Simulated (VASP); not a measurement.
Ir, 2 atoms in the cell. It takes space group P6_3/mmc (No. 194, hexagonal). Conventional cell: a = 2.719 Å, b = 2.719 Å, c = 4.408 Å, α = 90.00°, β = 90.00°, γ = 120.00°. Within 3.6 Å of Ir (site symmetry -6m2) lie 12 Ir at 2.71 to 2.72 Å. This isn't the form of Ir at room conditions, which is fcc.

- Program: VASP 6.6.1
- Task: single point
- Functional: PBEsol
- Potentials or basis: VASP PAW PBE potentials, release 64 (Ir)
- Cutoff: 520 eV
- k mesh: 21 × 21 × 12
- Occupations: gaussian, width 0.15 eV
- Spin: collinear spin
- Starting moments: [0.6, 0.6] μB
- Fixed moment: 1.2 μB
- Dipole correction: no
- Further INCAR settings: ALGO = Normal; EDIFF = 1e-07; NBANDS = 20

Potentials or basis: VASP PAW PBE potentials, release 64 (Ir).

Command:

```console
$ cat potpaw_PBE.64/Ir/POTCAR > POTCAR
$ mpirun -np 1 vasp_std > vasp.out
```

Hardware: 1 thread of Intel(R) Xeon(R) Platinum 8559C (Emerald Rapids), on a shared host.

Problem. Estimate the wall time of this run.

Solution. Wall time 3.4 min on 1 thread of Intel(R) Xeon(R) Platinum 8559C (Emerald Rapids), with other jobs on the host, peak memory 0.35 GiB. Counts: scf iterations 14, k points 336.
